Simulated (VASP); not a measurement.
A run of VASP 6.6.1 is set up as follows.

Contents of INCAR:

```
  ALGO = Normal
  DIPOL = 0.5 0.5 0.363
  EDIFF = 1E-6
  ENCUT = 520
  GGA = PE
  IDIPOL = 3
  ISIF = 2
  ISMEAR = 0
  LASPH = True
  LCHARG = True
  LDIPOL = True
  LELF = True
  LREAL = False
  LVACPOTAV = True
  LVHAR = True
  LWAVE = False
  NBANDS = 48
  NELM = 100
  PREC = Accurate
  SIGMA = 0.1
```

Contents of KPOINTS:

```
k-points
0
Gamma
  9 6 1
```

POSCAR

```
Ti6S
1.0
    2.8319727860      0.0000000000      0.0000000000
    0.0000000000      4.5793473380      0.0000000000
    0.0000000000      0.0000000000     22.0506909065
Ti S
6 1
Direct
    0.5000000000      0.0000000000      0.1814002118
    0.0000000000      0.5000000000      0.2413504290
    0.5000000000      0.0000000000      0.3013006462
    0.5000000000      0.5000000000      0.3625816208
    0.0000000000      0.0000000000      0.4208167734
    0.5000000000      0.5000000000      0.4784743912
    1.0000000000      0.6000000000      0.5554806172
```

Potentials or basis: VASP PAW PBE potentials, release 64 (Ti_sv, S).

Launch:

```sh
$ cat potpaw_PBE.64/Ti_sv/POTCAR potpaw_PBE.64/S/POTCAR > POTCAR
$ mpirun -np 1 vasp_std > vasp.out
```

(1) Estimate the band gap on the k mesh.

(2) Predict the largest force.

## Answers

(1) zero (bands 39 and 40 overlap by 0.14 eV).

(2) 0.596 eV/Å.
